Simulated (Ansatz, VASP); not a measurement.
Two plane-wave programs on Si3C4

```
CELL_PARAMETERS angstrom
3.00417 0.00000 0.00000
-1.50209 2.60169 0.00000
0.00000 0.00000 8.89321
ATOMIC_POSITIONS crystal
Si 0.00000 0.00000 0.50000
Si 0.66667 0.33333 0.17271
Si 0.33333 0.66667 0.82729
C 0.00000 0.00000 0.08587
C 0.33333 0.66667 0.62166
C 0.00000 0.00000 0.91413
C 0.66667 0.33333 0.37834
```

Change from the starting cell: species swapped into the Cr3Te4 type (C2/m, No. 12).

Alike in both runs: functional PBE; k mesh 12 × 12 × 4; occupations gaussian, width 0.1 eV; no spin polarisation.

Ansatz relaxed the structure, and its values are those at the end. VASP's run is a single point on that final structure, the one shown.

|  | VASP | Ansatz |
| --- | --- | --- |
| version | VASP 6.6.1 | Ansatz 0.2.0 |
| potentials or method | VASP PAW PBE potentials, release 64 (Si, C), cutoff 520 eV | scalar-relativistic, plane waves, PAW |
| valence electrons in the cell | 28 | 28 |

```tsv
	VASP	Ansatz	Ansatz less VASP
gap on the k mesh at the Fermi level (eV)	none	none	-
pressure (GPa)	0.0	0.0	-0.01
rms of the force components (eV/Å)	0.012	0.001	-0.0102
```

A gap of «none» marks a metal or a gap that the smearing closes. With one functional, cell and mesh, what is left measures potentials, basis and numerics.
